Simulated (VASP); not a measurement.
# ZnS (Cm) in VASP: single point with r2SCAN

Aim: the single point of ZnS with r2SCAN.

Program: VASP 6.6.1. These are calculated values, not measurements. Logs are shortened: lines on timing, memory, paths and dates and some standing lists are left out, and cuts for length are marked.

### Step 1. The cell of the first run

It takes space group Cm (No. 8, monoclinic). The conventional cell has a = 6.600 Å, b = 3.811 Å, c = 3.811 Å, α = 90.00°, β = 125.26°, γ = 90.00°. Zn (site symmetry m) has 2 S at 1.77 to 2.33 Å within 2.4 Å. Within 2.4 Å of S (site symmetry m) lie 2 Zn at 1.77 to 2.33 Å.

### Step 2. Single point, r2SCAN (atom 2 (S) moved by (-0.300, +0.600) A along [1 1 0] and z)

Contents of POSCAR:

```
ZnS
1.0
    0.0000000000      2.6945131952      2.6945131952
    2.6945131952      0.0000000000      2.6945131952
    2.6945131952      2.6945131952      0.0000000000
Zn S
1 1
Direct
    0.0000000000      0.0000000000      0.0000000000
    0.8613373653      0.8613373653      0.5599352286
```

Contents of INCAR.step1:

```
SYSTEM = ZnS
PREC     = Accurate       ! precision mode
ENCUT    = 520            ! plane-wave cutoff, eV
ISMEAR   = 0              ! smearing method
SIGMA    = 0.05           ! smearing width, eV
LREAL    = .False.        ! projectors in reciprocal space
LASPH    = .True.         ! aspherical terms in the spheres
NELM     = 60             ! most SCF steps
NBANDS   = 16             ! bands
GGA      = PE             ! functional
ALGO     = Normal         ! electronic algorithm
EDIFF    = 1E-4           ! SCF threshold, eV
LWAVE    = .True.         ! write WAVECAR
LCHARG   = .False.        ! write CHGCAR
```

Contents of INCAR.step2:

```
SYSTEM = ZnS
PREC     = Accurate       ! precision mode
ENCUT    = 520            ! plane-wave cutoff, eV
EDIFF    = 1E-7           ! SCF threshold, eV
ISMEAR   = 0              ! smearing method
SIGMA    = 0.05           ! smearing width, eV
LREAL    = .False.        ! projectors in reciprocal space
LASPH    = .True.         ! aspherical terms in the spheres
NELM     = 60             ! most SCF steps
ALGO     = Normal         ! electronic algorithm
ISIF     = 2              ! what is computed and relaxed
LWAVE    = .False.        ! write WAVECAR
LCHARG   = .False.        ! write CHGCAR
METAGGA  = R2SCAN         ! meta-GGA
LMIXTAU  = .True.       
NBANDS   = 16             ! bands
ISTART   = 1
```

Contents of KPOINTS:

```
Automatic mesh
0
Gamma
  8 8 8
  0 0 0
```

Potentials or basis: VASP PAW PBE potentials, release 64 (Zn, S).

On the command line:

```bash
cat potpaw_PBE.64/Zn/POTCAR potpaw_PBE.64/S/POTCAR > POTCAR
cp INCAR.step1 INCAR
mpirun -np 1 vasp_std > vasp.out
cp INCAR.step2 INCAR
mpirun -np 1 vasp_std > vasp.out
```

OUTCAR:

```text
SYSTEM = ZnS
   PREC = Accurate
   ENCUT = 520
   EDIFF = 1E-7
   ISMEAR = 0
   LREAL = .False.
   LASPH = .True.
   NELM = 60
   ISIF = 2
   METAGGA = R2SCAN
   ISTART = 1

 ion  position               nearest neighbor table
   1  0.000  0.000  0.000-   2 1.77   2 2.33   2 2.74   2 2.74
   2  0.861  0.861  0.560-   1 1.77   1 2.33   1 2.74   1 2.74

  LATTYP: Found a face centered cubic cell.
 ALAT       =     5.3890263904

  Lattice vectors:

 A1 = (   0.0000000000,   2.6945131952,   2.6945131952)
 A2 = (   2.6945131952,   0.0000000000,   2.6945131952)
 A3 = (   2.6945131952,   2.6945131952,   0.0000000000)

Analysis of symmetry for initial positions (statically):
=====================================================================
 Subroutine PRICEL returns:
 Original cell was already a primitive cell.

 Routine SETGRP: Setting up the symmetry group for a
 face centered cubic supercell.

 Subroutine GETGRP returns: Found  2 space group operations
 (whereof  2 operations were pure point group operations)
 out of a pool of 48 trial point group operations.

The static configuration has the point symmetry C_1h.

Analysis of symmetry for dynamics (positions and initial velocities):
=====================================================================
 Subroutine PRICEL returns:
 Original cell was already a primitive cell.

 Routine SETGRP: Setting up the symmetry group for a
 face centered cubic supercell.

 Subroutine GETGRP returns: Found  2 space group operations
 (whereof  2 operations were pure point group operations)
 out of a pool of 48 trial point group operations.

The dynamic configuration has the point symmetry C_1h.

 Subroutine INISYM returns: Found  2 space group operations
 (whereof  2 operations are pure point group operations),
 and found     1 'primitive' translations

----------------------------------------------------------------------------------------

                                     Primitive cell

  volume of cell :      39.1265

  direct lattice vectors                    reciprocal lattice vectors
     0.000000000  2.694513195  2.694513195    -0.185562276  0.185562276  0.185562276
     2.694513195  0.000000000  2.694513195     0.185562276 -0.185562276  0.185562276
     2.694513195  2.694513195  0.000000000     0.185562276  0.185562276 -0.185562276

  length of vectors
     3.810617105  3.810617105  3.810617105     0.321403289  0.321403289  0.321403289

  position of ions in fractional coordinates (direct lattice)
     0.000000000  0.000000000  0.000000000
     0.861337365  0.861337365  0.559935229

  ion indices of the primitive-cell ions
   primitive index   ion index
                 1           1
                 2           2

----------------------------------------------------------------------------------------

 KPOINTS: Automatic mesh

Automatic generation of k-mesh.
 Grid dimensions read from file:
 generate k-points for:    8    8    8

 Generating k-lattice:

  Cartesian coordinates                     Fractional coordinates (reciprocal lattice)
    -0.023195284  0.023195284  0.023195284     0.125000000  0.000000000  0.000000000
     0.023195284 -0.023195284  0.023195284     0.000000000  0.125000000  0.000000000
     0.023195284  0.023195284 -0.023195284     0.000000000  0.000000000  0.125000000

  Length of vectors
     0.040175411  0.040175411  0.040175411

  Shift w.r.t. Gamma in fractional coordinates (k-lattice)
     0.000000000  0.000000000  0.000000000

 Subroutine IBZKPT returns following result:
 ===========================================

 Found    150 irreducible k-points:

 Following reciprocal coordinates:
            Coordinates               Weight
  0.000000  0.000000  0.000000      1.000000
  0.125000  0.000000  0.000000      4.000000
  0.000000  0.000000  0.125000      2.000000
  0.125000  0.125000  0.125000      2.000000
  0.250000  0.000000  0.000000      4.000000
  0.000000  0.000000  0.250000      2.000000
[... 16 lines left out ...]
  0.375000  0.125000  0.000000      4.000000
  0.000000  0.375000  0.125000      4.000000
 [... further k-points ...]
   k-points           NKPTS =    150   k-points in BZ     NKDIM =    150   number of bands    NBANDS=     16
   number of dos      NEDOS =    301   number of ions     NIONS =      2
   total plane-waves  NPLWV =  21952
   dimension x,y,z NGX =    28 NGY =   28 NGZ =   28
   dimension x,y,z NGXF=    56 NGYF=   56 NGZF=   56
   ions per type =               1   1
   NGX,Y,Z   is equivalent  to a cutoff of  12.22, 12.22, 12.22 a.u.
   NGXF,Y,Z  is equivalent  to a cutoff of  24.43, 24.43, 24.43 a.u.
 SYSTEM =  ZnS
   PREC   = accura    normal or accurate (medium, high low for compatibility)
   ISTART =      1    job   : 0-new  1-cont  2-samecut
   ICHARG =      0    charge: 1-file 2-atom 10-const
   ISPIN  =      1    spin polarized calculation?
   LNONCOLLINEAR =      F non collinear calculations
   LSORBIT =      F    spin-orbit coupling
   LASPH  =      T    aspherical Exc in radial PAW
   ENCUT  =  520.0 eV  38.22 Ry    6.18 a.u.   7.09  7.09  7.09*2*pi/ulx,y,z
   NELM   =     60;   NELMIN=  2; NELMDL=  0     # of ELM steps
   EDIFF  = 0.1E-06   stopping-criterion for ELM
   LREAL  =      F    real-space projection
   EDIFFG = 0.1E-05   stopping-criterion for IOM
   NSW    =      0    number of steps for IOM
   IBRION =     -1    ionic relax: 0-MD 1-quasi-New 2-CG
   NFREE  =      0    steps in history (QN), initial steepest desc. (CG)
   ISIF   =      2    stress and relaxation
   ISYM   =      2    0-nonsym 1-usesym 2-fastsym
   POTIM  = 0.5000    time-step for ionic-motion
   TEBEG  =    0.0;   TEEND  =   0.0 temperature during run
   PSTRESS=    0.0 pullay stress
   NELECT =      18.0000    total number of electrons
   NUPDOWN=      -1.0000    fix difference up-down
   EMIN   =  10.00;   EMAX   =-10.00  energy-range for DOS
   EFERMI =   0.00;   METHOD = LEGACY
   ISMEAR =     0;   SIGMA  =   0.05  broadening in eV -4-tet -1-fermi 0-gaus
   EFERMI_NEDOS =   21; number of points for ismear=-14 and -15
   IALGO  =     38    algorithm
   IMIX   =      4    mixing-type and parameters
     AMIX     =   0.40;   BMIX     =  1.00
     AMIX_MAG =   1.60;   BMIX_MAG =  1.00
  volume/ion in A,a.u.               =      19.56       132.02
  Fermi-wavevector in a.u.,A,eV,Ry     =   1.263791  2.388219 21.730795  1.597168
  Thomas-Fermi vector in A             =   2.397130
   LORBIT       =      0    0 simple, 1 ext, 2 COOP (PROOUT), +10 PAW based schemes
   METAGGA = R2SCAN    functional components
   LHFCALC =     F    Hartree Fock is set to
   AEXX    =    0.0000 exact exchange contribution
   IVDW    =     0    specifies the selected vdW correction
   LEPSILON=     F    determine dielectric tensor
   LRPA    =     F    only Hartree local field effects (RPA)
 non-spin polarized calculation
 Gauss-broadening in eV      SIGMA  =   0.05
  energy-cutoff  :      520.00
  volume of cell :       39.13
 maximum number of plane-waves:      1067
   NGX = 15   NGY = 15   NGZ = 15

 number of electron      18.0000007 magnetization

 Free energy of the ion-electron system (eV)
  ---------------------------------------------------
  ext. energy  EPLUGINS =         0.00000000
  ---------------------------------------------------
  free energy    TOTEN  =       -16.36572747 eV

  energy without entropy =      -16.36572747  energy(sigma->0) =      -16.36572747

 E-fermi :   2.3801     XC(G=0): -10.2605

 val. band max:        2.1768209644   @ k =   0.0000   0.0000   0.0000
 cond. band min:       4.5238855055   @ k =   0.5000   0.5000   0.0000
 fundamental gap:      2.3470645411
 Fermi energy:         2.3801008028

 k-point     1 :       0.0000    0.0000    0.0000
  band No.  band energies     occupation
      1     -12.4758      2.00000
      2      -6.0210      2.00000
      3      -5.6806      2.00000
      4      -5.4900      2.00000
      5      -4.9728      2.00000
      6      -4.9192      2.00000
[... 8 lines left out ...]
     15      14.0232      0.00000
     16      14.3296      0.00000

 k-point     2 :       0.1250    0.0000    0.0000
  band No.  band energies     occupation
      1     -12.3842      2.00000
      2      -5.9957      2.00000
      3      -5.6700      2.00000
      4      -5.4899      2.00000
      5      -4.9701      2.00000
      6      -4.9113      2.00000
[... 8 lines left out ...]
     15      13.6974      0.00000
     16      14.7464      0.00000

 k-point     3 :       0.0000    0.0000    0.1250
  band No.  band energies     occupation
      1     -12.3418      2.00000
      2      -6.0699      2.00000
      3      -5.5929      2.00000
      4      -5.4740      2.00000
      5      -4.9791      2.00000
      6      -4.9264      2.00000
[... 8 lines left out ...]
     15      13.2439      0.00000
     16      14.8815      0.00000

 k-point     4 :       0.1250    0.1250    0.1250
  band No.  band energies     occupation
      1     -12.3524      2.00000
      2      -6.0527      2.00000
      3      -5.6342      2.00000
      4      -5.5121      2.00000
      5      -4.9580      2.00000
      6      -4.9219      2.00000
[... 8 lines left out ...]
     15      13.4107      0.00000
     16      14.8416      0.00000

 k-point     5 :       0.2500    0.0000    0.0000
  band No.  band energies     occupation
      1     -12.1514      2.00000
      2      -5.9364      2.00000
      3      -5.6355      2.00000
      4      -5.4705      2.00000
      5      -4.9508      2.00000
      6      -4.8870      2.00000
[... 8 lines left out ...]
     15      13.9792      0.00000
     16      14.1553      0.00000

 k-point     6 :       0.0000    0.0000    0.2500
  band No.  band energies     occupation
      1     -11.9874      2.00000
      2      -6.1326      2.00000
      3      -5.4427      2.00000
      4      -5.4146      2.00000
      5      -4.9853      2.00000
      6      -4.9422      2.00000
[... 8 lines left out ...]
     15      12.9864      0.00000
     16      14.8747      0.00000
[... 267 lines left out ...]
 k-point    21 :       0.1250   -0.1250   -0.1250
  band No.  band energies     occupation
      1     -12.1305      2.00000
      2      -6.0120      2.00000
      3      -5.6053      2.00000
      4      -5.4522      2.00000
      5      -4.9761      2.00000
      6      -4.8823      2.00000
[... 8 lines left out ...]
     15      14.7509      0.00000
     16      15.5214      0.00000

 k-point    22 :       0.2500    0.2500    0.1250
  band No.  band energies     occupation
      1     -12.1285      2.00000
      2      -6.0059      2.00000
      3      -5.6049      2.00000
      4      -5.4972      2.00000
      5      -4.9314      2.00000
      6      -4.9177      2.00000
[... 8 lines left out ...]
     15      14.6726      0.00000
     16      16.3322      0.00000

 k-point    23 :       0.3750    0.1250    0.0000
  band No.  band energies     occupation
      1     -11.9076      2.00000
      2      -5.8894      2.00000
      3      -5.5842      2.00000
      4      -5.3743      2.00000
      5      -4.9066      2.00000
      6      -4.8736      2.00000
[... 8 lines left out ...]
     15      14.9259      0.00000
     16      15.3643      0.00000

 k-point    24 :       0.0000    0.3750    0.1250
  band No.  band energies     occupation
      1     -11.8879      2.00000
      2      -5.9615      2.00000
      3      -5.5512      2.00000
      4      -5.4874      2.00000
      5      -4.8960      2.00000
      6      -4.8421      2.00000
[... 8 lines left out ...]
     15      14.9769      0.00000
     16      16.0378      0.00000

 [... further k-points ...]

------------------------ aborting loop because EDIFF is reached ----------------------------------------

  FORCE on cell =-STRESS in cart. coord.  units (eV):
  Direction    XX          YY          ZZ          XY          YZ          ZX
  --------------------------------------------------------------------------------------
  -------------------------------------------------------------------------------------
  Total        7.8833074      7.8833074      3.0125827      8.2416987     -5.5883396     -5.5881994
  in kB      322.8108339    322.8108339    123.3612096    337.4864788   -228.8349924   -228.8292513
  external PRESSURE =     256.3276258 kB  Pullay stress =       0.0000000 kB

 VOLUME and BASIS-vectors are now :
 -----------------------------------------------------------------------------
  energy-cutoff  :      520.00
  volume of cell :       39.13
      direct lattice vectors                 reciprocal lattice vectors
     0.000000000  2.694513195  2.694513195    -0.185562276  0.185562276  0.185562276
     2.694513195  0.000000000  2.694513195     0.185562276 -0.185562276  0.185562276
     2.694513195  2.694513195  0.000000000     0.185562276  0.185562276 -0.185562276

 POSITION                                       TOTAL-FORCE (eV/Angst)
 -----------------------------------------------------------------------------------
      0.00000      0.00000      0.00000        -7.950984     -7.950984      5.845340
      3.82964      3.82964      4.64177         7.950984      7.950984     -5.845340
 -----------------------------------------------------------------------------------
    total drift:                               -0.003585     -0.003585     -0.004621

  FREE ENERGIE OF THE ION-ELECTRON SYSTEM (eV)
  ---------------------------------------------------
  free  energy   TOTEN  =       -16.3657274701 eV

  energy  without entropy=      -16.3657274701  energy(sigma->0) =      -16.36572747
```

Wall time 12 min (1 thread of AMD EPYC 7R13, shared host); peak memory 0.2 GiB.

What came out:

* Free energy: -16.3657 eV
* Pressure: 25.6 GPa
* Largest force: 12.673 eV/Å
* Band gap on the k mesh: 2.35 eV (least direct gap 2.59 eV)

Forces in eV/Å, atoms in the order of the input:
```
Zn  -7.951 -7.951  5.845
S    7.951  7.951 -5.845
```

Levels at points of the mesh, in eV from the valence-band top:
```tsv
k point	band 6	band 7	band 8	band 9	band 10	band 11	band 12	band 13
(0.00, 0.00, 0.00)	-7.10	-1.47	-0.29	0.00	2.59	6.41	7.24	8.27
(0.50, 0.00, 0.00)	-6.91	-4.82	-2.02	-0.36	3.17	5.68	8.37	8.82
(0.00, 0.00, 0.50)	-7.12	-5.99	-1.71	-0.89	4.47	6.86	8.53	9.38
(0.50, 0.50, 0.50)	-7.05	-5.48	-1.39	-0.28	3.36	5.71	8.86	9.03
(0.50, 0.50, 0.00)	-7.02	-4.55	-2.77	-2.36	2.35	5.06	10.83	12.00
(0.00, 0.50, 0.50)	-7.03	-4.96	-2.39	-1.74	2.66	4.19	10.85	12.82
```

Caveat: the cell differs from its parent crystal (atom 2 (S) moved by (-0.300, +0.600) A along [1 1 0] and z); the cell stands under pressure; the PAW data sets were made with another functional, which shifts forces and pressure a little.
